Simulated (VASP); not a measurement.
A run of VASP 6.6.1 is set up as follows.

INCAR

```
PREC = Accurate
ENCUT = 520
EDIFF = 1E-6
ISMEAR = 0
SIGMA = 0.15
LREAL = False
LASPH = True
NELM = 100
ALGO = Normal
ISIF = 2
LWAVE = False
LCHARG = True
GGA = PE
LELF = True
LVHAR = True
NBANDS = 50
```

The input KPOINTS:

```
regular mesh
0
Gamma
  9 9 8
```

POSCAR

```
Ta2N
1.0
    5.3499814770      0.0000000000      0.0000000000
   -2.6749907385      4.6332198689      0.0000000000
    0.0000000000      0.0000000000      4.8893480719
Ta N
6 3
Direct
    0.7141172560      0.7141172560      0.7528547364
    0.0000000000      0.2858827440      0.7528547364
    0.2858827440      0.0000000000      0.7528547364
    0.2858827440      0.2858827440      0.2471452636
    0.0000000000      0.7141172560      0.2471452636
    0.7141172560      0.0000000000      0.2471452636
    0.6666666667      0.3333333333      0.5000000000
    0.3333333333      0.6666666667      0.5000000000
    0.0000000000      0.0000000000      0.0000000000
```

Potentials or basis: VASP PAW PBE potentials, release 64 (Ta_pv, N).

Command:

```sh
$ cat potpaw_PBE.64/Ta_pv/POTCAR potpaw_PBE.64/N/POTCAR > POTCAR
$ mpirun -np 1 vasp_std > vasp.out
```

(1) What does it give for the band gap on the k mesh?

(2) Predict the largest force.

## Answers

(1) zero (an odd number of electrons rules out a gap without spin polarisation).

(2) 8.946 eV/Å.

Caveat: spin-orbit coupling is left out, which moves the levels of the heavy elements; forces of over 1 eV/Å act on the atoms, so gaps and moduli don't describe the material at rest.
